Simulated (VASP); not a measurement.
Write the native input for VASP 6.6.1 that does the following.

| Property | Result |
| --- | --- |
| Task | single point |
| Functional | r2SCAN |
| Potentials or basis | VASP PAW PBE potentials, release 64 (Au) |
| Cutoff | 520 eV |
| k mesh | 20 × 20 × 20 |
| Occupations | gaussian, width 0.15 eV |
| Spin | no spin polarisation |
| Dipole correction | no |
| Further INCAR settings | ALGO = Normal; EDIFF = 1e-06; NBANDS = 12 |

The system is Au.

```
CELL_PARAMETERS angstrom
-1.69870 1.69870 1.61584
1.69870 -1.69870 1.61584
1.69870 1.69870 -1.61584
ATOMIC_POSITIONS crystal
Au 0.00000 0.00000 0.00000
```

This cell differs from its parent crystal: strain +0.025 along x and y, -0.025 along z.

The input as run:

POSCAR

```
Au
1.0
   -1.6987007250      1.6987007250      1.6158372750
    1.6987007250     -1.6987007250      1.6158372750
    1.6987007250      1.6987007250     -1.6158372750
Au
1
Direct
    0.0000000000      0.0000000000      0.0000000000
```

INCAR.step1

```
SYSTEM = Au
ALGO = Normal ; EDIFF = 1E-4
ENCUT = 520 ; GGA = PE
ISMEAR = 0 ; LASPH = .True.
LCHARG = .False. ; LREAL = .False.
LWAVE = .True. ; NBANDS = 12
NELM = 80 ; PREC = Accurate
SIGMA = 0.15
```

INCAR.step2

```
SYSTEM = Au
ALGO = Normal ; EDIFF = 1E-6
ENCUT = 520 ; ISIF = 2
ISMEAR = 0 ; ISTART = 1
LASPH = .True. ; LCHARG = .False.
LMIXTAU = .True. ; LREAL = .False.
LWAVE = .False. ; METAGGA = R2SCAN
NBANDS = 12 ; NELM = 80
PREC = Accurate ; SIGMA = 0.15
```

KPOINTS

```
k-points
0
Gamma
  20 20 20
  0 0 0
```

Potentials or basis: VASP PAW PBE potentials, release 64 (Au).

Launch:

```sh
$ cat potpaw_PBE.64/Au/POTCAR > POTCAR
$ cp INCAR.step1 INCAR
$ mpirun -np 1 vasp_std > vasp.out
$ cp INCAR.step2 INCAR
$ mpirun -np 1 vasp_std > vasp.out
```

Results of the run:

The pressure is -7.2 GPa. The band gap on the k mesh is zero (an odd number of electrons rules out a gap without spin polarisation).

Caveat: the cell differs from its parent crystal (strain +0.025 along x and y, -0.025 along z); the cell stands under tension; the PAW data sets were made with another functional, which shifts forces and pressure a little; spin-orbit coupling is left out, which moves the levels of the heavy elements.

It took 7.5 min on 1 thread of Intel Xeon 8259CL, on a shared host, peak memory 0.26 GiB.
